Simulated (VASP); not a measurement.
# BaZrO3 (Pm-3m) in VASP: notebook

BaZrO3 is run at these levels: LDA, PBEsol, PBE; tasks: single point, relaxation of cell and atoms.

Everything below comes from runs of VASP 6.6.1. Logs are shortened: lines on timing, memory, paths and dates and some standing lists are left out, and cuts for length are marked.

## Step 1: The cell of the first run

The structure is cubic, space group Pm-3m (No. 221). The conventional cell has a = 4.147 Å, b = 4.147 Å, c = 4.147 Å, α = 90.00°, β = 90.00°, γ = 90.00°. Within 3.9 Å of Ba (site symmetry m-3m) lie 12 O at 2.93 Å and 8 Zr at 3.59 Å. Within 2.7 Å of Zr (site symmetry m-3m) lie 6 O at 2.07 Å. Within 2.7 Å of O (site symmetry 4/mmm) lie 2 Zr at 2.07 Å.

## Step 2: Single point, LDA

INCAR reads:

```
SYSTEM = BaZrO3
  PREC = Accurate
  ENCUT = 520
  EDIFF = 1E-6
  ISMEAR = -1
  SIGMA = 0.02
  LREAL = .FALSE.
  LASPH = .TRUE.
  NELM = 80
  ALGO = Normal
  ISIF = 2
  LWAVE = .FALSE.
  LCHARG = .TRUE.
  LELF = .TRUE.
  LVHAR = .TRUE.
  NBANDS = 28
```

KPOINTS reads:

```
Automatic mesh
0
G
  6 6 6
  0 0 0
```

POSCAR reads:

```
BaZrO3
1.0
    4.1473696327      0.0000000000      0.0000000000
    0.0000000000      4.1473696327      0.0000000000
    0.0000000000      0.0000000000      4.1473696327
Ba Zr O
1 1 3
Direct
    0.0000000000      0.0000000000      0.0000000000
    0.5000000000      0.5000000000      0.5000000000
    0.0000000000      0.5000000000      0.5000000000
    0.5000000000      0.0000000000      0.5000000000
    0.5000000000      0.5000000000      0.0000000000
```

Potentials or basis: VASP PAW LDA potentials, release 64 (Ba_sv, Zr_sv, O).

On the command line:

```bash
> cat potpaw_LDA.64/Ba_sv/POTCAR potpaw_LDA.64/Zr_sv/POTCAR potpaw_LDA.64/O/POTCAR > POTCAR
> mpirun -np 1 vasp_std > vasp.out
```

OUTCAR:

```text
SYSTEM = BaZrO3
   PREC = Accurate
   ENCUT = 520
   EDIFF = 1E-6
   ISMEAR = -1
   LREAL = .FALSE.
   LASPH = .TRUE.
   NELM = 80
   ISIF = 2

 ion  position               nearest neighbor table
   1  0.000  0.000  0.000-   3 2.93   4 2.93   5 2.93   3 2.93   4 2.93   3 2.93   5 2.93   3 2.93
                             4 2.93   5 2.93   4 2.93   5 2.93   2 3.59   2 3.59   2 3.59   2 3.59
   2  0.500  0.500  0.500-   3 2.07   4 2.07   5 2.07   5 2.07   4 2.07   3 2.07   1 3.59   1 3.59
                             1 3.59   1 3.59   1 3.59   1 3.59   1 3.59   1 3.59
   3  0.000  0.500  0.500-   2 2.07   2 2.07   1 2.93   1 2.93   1 2.93   1 2.93
   4  0.500  0.000  0.500-   2 2.07   2 2.07   1 2.93   1 2.93   1 2.93   1 2.93
   5  0.500  0.500  0.000-   2 2.07   2 2.07   1 2.93   1 2.93   1 2.93   1 2.93

  LATTYP: Found a simple cubic cell.
 ALAT       =     4.1473696327

  Lattice vectors:

 A1 = (   4.1473696327,   0.0000000000,   0.0000000000)
 A2 = (   0.0000000000,   4.1473696327,   0.0000000000)
 A3 = (   0.0000000000,   0.0000000000,   4.1473696327)

Analysis of symmetry for initial positions (statically):
=====================================================================
 Subroutine PRICEL returns:
 Original cell was already a primitive cell.

 Routine SETGRP: Setting up the symmetry group for a
 simple cubic supercell.

 Subroutine GETGRP returns: Found 48 space group operations
 (whereof 48 operations were pure point group operations)
 out of a pool of 48 trial point group operations.

The static configuration has the point symmetry O_h .

Analysis of symmetry for dynamics (positions and initial velocities):
=====================================================================
 Subroutine PRICEL returns:
 Original cell was already a primitive cell.

 Routine SETGRP: Setting up the symmetry group for a
 simple cubic supercell.

 Subroutine GETGRP returns: Found 48 space group operations
 (whereof 48 operations were pure point group operations)
 out of a pool of 48 trial point group operations.

The dynamic configuration has the point symmetry O_h .

 Subroutine INISYM returns: Found 48 space group operations
 (whereof 48 operations are pure point group operations),
 and found     1 'primitive' translations

----------------------------------------------------------------------------------------

                                     Primitive cell

  volume of cell :      71.3376

  direct lattice vectors                    reciprocal lattice vectors
     4.147369633  0.000000000  0.000000000     0.241116681  0.000000000  0.000000000
     0.000000000  4.147369633  0.000000000     0.000000000  0.241116681  0.000000000
     0.000000000  0.000000000  4.147369633     0.000000000  0.000000000  0.241116681

  length of vectors
     4.147369633  4.147369633  4.147369633     0.241116681  0.241116681  0.241116681

  position of ions in fractional coordinates (direct lattice)
     0.000000000  0.000000000  0.000000000
     0.500000000  0.500000000  0.500000000
     0.000000000  0.500000000  0.500000000
     0.500000000  0.000000000  0.500000000
     0.500000000  0.500000000  0.000000000

  ion indices of the primitive-cell ions
   primitive index   ion index
                 1           1
                 2           2
                 3           3
                 4           4
                 5           5

----------------------------------------------------------------------------------------

 KPOINTS: Automatic mesh

Automatic generation of k-mesh.
 Grid dimensions read from file:
 generate k-points for:    6    6    6

 Generating k-lattice:

  Cartesian coordinates                     Fractional coordinates (reciprocal lattice)
     0.040186113  0.000000000  0.000000000     0.166666667  0.000000000  0.000000000
     0.000000000  0.040186113  0.000000000     0.000000000  0.166666667  0.000000000
     0.000000000  0.000000000  0.040186113     0.000000000  0.000000000  0.166666667

  Length of vectors
     0.040186113  0.040186113  0.040186113

  Shift w.r.t. Gamma in fractional coordinates (k-lattice)
     0.000000000  0.000000000  0.000000000

 Subroutine IBZKPT returns following result:
 ===========================================

 Found     20 irreducible k-points:

 Following reciprocal coordinates:
            Coordinates               Weight
  0.000000  0.000000  0.000000      1.000000
  0.166667  0.000000  0.000000      6.000000
  0.333333  0.000000  0.000000      6.000000
  0.500000  0.000000  0.000000      3.000000
  0.166667  0.166667  0.000000     12.000000
  0.333333  0.166667  0.000000     24.000000
[... 12 lines left out ...]
  0.500000  0.500000  0.333333      6.000000
  0.500000  0.500000  0.500000      1.000000
   k-points           NKPTS =     20   k-points in BZ     NKDIM =     20   number of bands    NBANDS=     28
   number of dos      NEDOS =    301   number of ions     NIONS =      5
   total plane-waves  NPLWV =  32768
   dimension x,y,z NGX =    32 NGY =   32 NGZ =   32
   dimension x,y,z NGXF=    64 NGYF=   64 NGZF=   64
   ions per type =               1   1   3
   NGX,Y,Z   is equivalent  to a cutoff of  12.83, 12.83, 12.83 a.u.
   NGXF,Y,Z  is equivalent  to a cutoff of  25.65, 25.65, 25.65 a.u.
 SYSTEM =  BaZrO3
   PREC   = accura    normal or accurate (medium, high low for compatibility)
   ISTART =      0    job   : 0-new  1-cont  2-samecut
   ICHARG =      2    charge: 1-file 2-atom 10-const
   ISPIN  =      1    spin polarized calculation?
   LNONCOLLINEAR =      F non collinear calculations
   LSORBIT =      F    spin-orbit coupling
   LASPH  =      T    aspherical Exc in radial PAW
   ENCUT  =  520.0 eV  38.22 Ry    6.18 a.u.   7.71  7.71  7.71*2*pi/ulx,y,z
   NELM   =     80;   NELMIN=  2; NELMDL= -5     # of ELM steps
   EDIFF  = 0.1E-05   stopping-criterion for ELM
   LREAL  =      F    real-space projection
   EDIFFG = 0.1E-04   stopping-criterion for IOM
   NSW    =      0    number of steps for IOM
   IBRION =     -1    ionic relax: 0-MD 1-quasi-New 2-CG
   NFREE  =      0    steps in history (QN), initial steepest desc. (CG)
   ISIF   =      2    stress and relaxation
   ISYM   =      2    0-nonsym 1-usesym 2-fastsym
   POTIM  = 0.5000    time-step for ionic-motion
   TEBEG  =    0.0;   TEEND  =   0.0 temperature during run
   PSTRESS=    0.0 pullay stress
   NELECT =      40.0000    total number of electrons
   NUPDOWN=      -1.0000    fix difference up-down
   EMIN   =  10.00;   EMAX   =-10.00  energy-range for DOS
   EFERMI =   0.00;   METHOD = LEGACY
   ISMEAR =    -1;   SIGMA  =   0.02  broadening in eV -4-tet -1-fermi 0-gaus
   EFERMI_NEDOS =   21; number of points for ismear=-14 and -15
   IALGO  =     38    algorithm
   IMIX   =      4    mixing-type and parameters
     AMIX     =   0.40;   BMIX     =  1.00
     AMIX_MAG =   1.60;   BMIX_MAG =  1.00
  volume/ion in A,a.u.               =      14.27        96.28
  Fermi-wavevector in a.u.,A,eV,Ry     =   1.349964  2.551061 24.795284  1.822402
  Thomas-Fermi vector in A             =   2.477507
   LORBIT       =      0    0 simple, 1 ext, 2 COOP (PROOUT), +10 PAW based schemes
   GGA     = CA    functional components
   LHFCALC =     F    Hartree Fock is set to
   AEXX    =    0.0000 exact exchange contribution
   IVDW    =     0    specifies the selected vdW correction
   LEPSILON=     F    determine dielectric tensor
   LRPA    =     F    only Hartree local field effects (RPA)
 non-spin polarized calculation
  energy-cutoff  :      520.00
  volume of cell :       71.34
 maximum number of plane-waves:      1936
 NGX is ok and might be reduce to    32
   NGX = 15   NGY = 15   NGZ = 15

 number of electron      40.0000017 magnetization

 Free energy of the ion-electron system (eV)
  ---------------------------------------------------
  ext. energy  EPLUGINS =         0.00000000
  ---------------------------------------------------
  free energy    TOTEN  =       -45.73767494 eV

  energy without entropy =      -45.73767494  energy(sigma->0) =      -45.73767494

 E-fermi :   4.1678     XC(G=0): -11.3943

 val. band max:        3.7033509092   @ k =   0.5000   0.5000   0.5000
 cond. band min:       6.8357082698   @ k =   0.0000   0.0000   0.0000
 fundamental gap:      3.1323573606
 Fermi energy:         4.1677750924

 k-point     1 :       0.0000    0.0000    0.0000
  band No.  band energies     occupation
      1     -42.7635      2.00000
      2     -21.3401      2.00000
      3     -21.1482      2.00000
      4     -21.1482      2.00000
      5     -21.1482      2.00000
      6     -12.4070      2.00000
[... 20 lines left out ...]
     27      11.5399      0.00000
     28      11.5399      0.00000

 k-point     2 :       0.1667    0.0000    0.0000
  band No.  band energies     occupation
      1     -42.7625      2.00000
      2     -21.4202      2.00000
      3     -21.1461      2.00000
      4     -21.1461      2.00000
      5     -21.1233      2.00000
      6     -12.4280      2.00000
[... 20 lines left out ...]
     27      11.5423      0.00000
     28      12.0667      0.00000

 k-point     3 :       0.3333    0.0000    0.0000
  band No.  band energies     occupation
      1     -42.7604      2.00000
      2     -21.5636      2.00000
      3     -21.1417      2.00000
      4     -21.1417      2.00000
      5     -21.0833      2.00000
      6     -12.5667      2.00000
[... 20 lines left out ...]
     27      11.5417      0.00000
     28      11.7521      0.00000

 k-point     4 :       0.5000    0.0000    0.0000
  band No.  band energies     occupation
      1     -42.7594      2.00000
      2     -21.6307      2.00000
      3     -21.1395      2.00000
      4     -21.1395      2.00000
      5     -21.0648      2.00000
      6     -12.6416      2.00000
[... 454 lines left out ...]
     27      12.1136      0.00000
     28      12.8498      0.00000

 k-point    19 :       0.5000    0.5000    0.3333
  band No.  band energies     occupation
      1     -42.7522      2.00000
      2     -21.4205      2.00000
      3     -21.4205      2.00000
      4     -21.3493      2.00000
      5     -21.1928      2.00000
      6     -11.3748      2.00000
[... 20 lines left out ...]
     27      12.3935      0.00000
     28      13.2205      0.00000

 k-point    20 :       0.5000    0.5000    0.5000
  band No.  band energies     occupation
      1     -42.7512      2.00000
      2     -21.4173      2.00000
      3     -21.4173      2.00000
      4     -21.4173      2.00000
      5     -21.1818      2.00000
      6     -11.0463      2.00000
[... 20 lines left out ...]
     27      13.0873      0.00000
     28      13.0873      0.00000

------------------------ aborting loop because EDIFF is reached ----------------------------------------

  FORCE on cell =-STRESS in cart. coord.  units (eV):
  Direction    XX          YY          ZZ          XY          YZ          ZX
  --------------------------------------------------------------------------------------
  -------------------------------------------------------------------------------------
  Total        0.6785437      0.6785437      0.6785437     -0.0000000      0.0000000     -0.0000000
  in kB       15.2394801     15.2394801     15.2394801     -0.0000000      0.0000000     -0.0000000
  external PRESSURE =      15.2394801 kB  Pullay stress =       0.0000000 kB

 VOLUME and BASIS-vectors are now :
 -----------------------------------------------------------------------------
  energy-cutoff  :      520.00
  volume of cell :       71.34
      direct lattice vectors                 reciprocal lattice vectors
     4.147369633  0.000000000  0.000000000     0.241116681  0.000000000  0.000000000
     0.000000000  4.147369633  0.000000000     0.000000000  0.241116681  0.000000000
     0.000000000  0.000000000  4.147369633     0.000000000  0.000000000  0.241116681

 POSITION                                       TOTAL-FORCE (eV/Angst)
 -----------------------------------------------------------------------------------
      0.00000      0.00000      0.00000         0.000000      0.000000      0.000000
      2.07368      2.07368      2.07368         0.000000      0.000000      0.000000
      0.00000      2.07368      2.07368         0.000000      0.000000      0.000000
      2.07368      0.00000      2.07368         0.000000      0.000000      0.000000
      2.07368      2.07368      0.00000         0.000000      0.000000      0.000000
 -----------------------------------------------------------------------------------
    total drift:                                0.000000     -0.000000     -0.000000

  FREE ENERGIE OF THE ION-ELECTRON SYSTEM (eV)
  ---------------------------------------------------
  free  energy   TOTEN  =       -45.7376749388 eV

  energy  without entropy=      -45.7376749388  energy(sigma->0) =      -45.73767494
```

Wall time 14 s (1 thread of Intel Xeon 6975P-C (Granite Rapids), shared host); peak memory 0.18 GiB.

What came out:

```
Free energy            : -45.7377 eV
Pressure               : 1.5 GPa
Band gap on the k mesh : 3.13 eV (least direct gap 3.31 eV)
```

Caveat: spin-orbit coupling is left out, which moves the levels of the heavy elements. A k mesh can miss the band edges.

(Part 1 of 3 ends here.)
